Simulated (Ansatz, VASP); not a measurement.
## ZnO5: VASP beside Ansatz

```
CELL_PARAMETERS angstrom
0.00000 3.03156 3.03156
3.03156 0.00000 3.03156
3.03156 3.03156 0.00000
ATOMIC_POSITIONS crystal
Zn 0.00000 0.00000 0.00000
O 0.75000 0.75000 0.75000
O 0.37502 0.37502 0.87493
O 0.37502 0.87493 0.37502
O 0.37502 0.37502 0.37502
O 0.87493 0.37502 0.37502
```

Change from the starting cell: species swapped into the ErCu5 type (F-43m, No. 216).

Alike in both runs: functional PBE; k mesh 10 × 10 × 10; occupations gaussian, width 0.1 eV; collinear spin.

Ansatz relaxed the structure, and its values are those at the end. VASP's run is a single point on that final structure, the one shown.

```csv
,VASP,Ansatz
version,VASP 6.6.1,Ansatz 0.2.0
potentials or method,"VASP PAW PBE potentials, release 64 (Zn, O), cutoff 520 eV","scalar-relativistic, plane waves, PAW"
valence electrons in the cell,42,42
```

|  | VASP | Ansatz | Ansatz less VASP |
| --- | --- | --- | --- |
| gap on the k mesh at the Fermi level (eV) | none | none | - |
| pressure (GPa) | -0.2 | 0.0 | +0.16 |
| net moment per atom (μB) | 0.63 | 0.63 | 0.000 |
| size of the moment on the site where the two differ most (μB) | 1.27 | 1.46 | +0.197 |

Site moments also hang on the region over which each program counts them. A gap of «none» marks a metal or a gap that the smearing closes. With one functional, cell and mesh, what is left measures potentials, basis and numerics.
